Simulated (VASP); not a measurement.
Wanted: the native input for a VASP 6.6.1 run.

| Quantity | Value |
| --- | --- |
| Task | single point |
| Functional | PBEsol |
| Potentials or basis | VASP PAW PBE potentials, release 64 (Ni_sv_GW, O) |
| Cutoff | 700 eV |
| k mesh | 11 × 11 × 11 |
| Occupations | fermi-dirac, width 0.05 eV |
| Spin | collinear spin, ferromagnetic start |
| Starting moments | [1.0, 0.0] μB |
| Hubbard terms | Ni d U = 4.0 eV |
| Dipole correction | no |
| Further INCAR settings | ALGO = Normal; EDIFF = 1e-06; NBANDS = 23 |

The structure of NiO lies in POSCAR:

```
NiO
1.0
    0.0000000000      2.0859016414      2.0859016414
    2.0859016414      0.0000000000      2.0859016414
    2.0859016414      2.0859016414      0.0000000000
Ni O
1 1
Direct
    0.0000000000      0.0000000000      0.0000000000
    0.5000000000      0.5000000000      0.5000000000
```

The input as run:

INCAR

```
ALGO = Normal
EDIFF = 1E-6
ENCUT = 700
GGA = PS
GGA_COMPAT = False
ISIF = 2
ISMEAR = -1
ISPIN = 2
LASPH = True
LCHARG = True
LDAU = True
LDAUJ = 0 0
LDAUL = 2 -1
LDAUPRINT = 1
LDAUTYPE = 2
LDAUU = 4 0
LELF = True
LMAXMIX = 4
LORBIT = 11
LREAL = False
LVHAR = True
LWAVE = False
MAGMOM = 1 0
NBANDS = 23
NELM = 200
PREC = Accurate
SIGMA = 0.05
```

KPOINTS

```
k-points
0
Gamma
  11 11 11
```

Potentials or basis: VASP PAW PBE potentials, release 64 (Ni_sv_GW, O).

Launch:

```bash
$ cat potpaw_PBE.64/Ni_sv_GW/POTCAR potpaw_PBE.64/O/POTCAR > POTCAR
$ mpirun -np 1 vasp_std > vasp.out
```

It gave:

```yaml
Pressure: -0.2 GPa
Band_gap_on_the_k_mesh: 1.29 eV (least direct gap 2.11 eV)
Net_moment: 2.00 μB per cell
Site_moments: Ni +1.73; O +0.23 μB
Valence_electrons_inside_the_program's_atomic_spheres: Ni 16.13; O 5.00
```

Caveat: the PAW data sets were made with another functional, which shifts forces and pressure a little; an odd mesh through Γ misses points on the zone boundary, where band edges can lie; a cell with one magnetic atom can't hold antiferromagnetic order, which such compounds often take.

Run time: 100 s on 1 thread of Intel(R) Xeon(R) Platinum 8259CL CPU @ 2.50GHz (Skylake/Cascade Lake), on a shared host, peak memory 0.22 GiB.
